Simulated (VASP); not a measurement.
Cd, 4 atoms in the cell. The structure is hexagonal, space group P6_3/mmc (No. 194). The conventional cell has a = 3.153 Å, b = 3.153 Å, c = 10.037 Å, α = 90.00°, β = 90.00°, γ = 120.00°. Cd (site symmetry -3m) has 12 Cd at 3.10 to 3.15 Å within 4.1 Å. Within 4.1 Å of Cd (site symmetry -6m2) lie 12 Cd at 3.10 to 3.15 Å. 

* Program: VASP 6.6.1
* Task: single point
* Functional: r2SCAN
* Potentials or basis: VASP PAW PBE potentials, release 64 (Cd)
* Cutoff: 520 eV
* k mesh: 15 × 15 × 4
* Occupations: fermi-dirac, width 0.1 eV
* Spin: no spin polarisation
* Dipole correction: no
* Further INCAR settings: ALGO = Normal; EDIFF = 1e-07; NBANDS = 32

Potentials or basis: VASP PAW PBE potentials, release 64 (Cd).

The run is started by

```console
$ cat potpaw_PBE.64/Cd/POTCAR > POTCAR
$ cp INCAR.step1 INCAR
$ mpirun -np 1 vasp_std > vasp.out
$ cp INCAR.step2 INCAR
$ mpirun -np 1 vasp_std > vasp.out
```

Hardware: 1 thread of Intel Xeon 8259CL, on a shared host.

Q: Estimate the wall time of this run.

A: It took 16 min on 1 thread of Intel Xeon 8259CL (shared host), peak memory 0.32 GiB. Counts: k points 81.
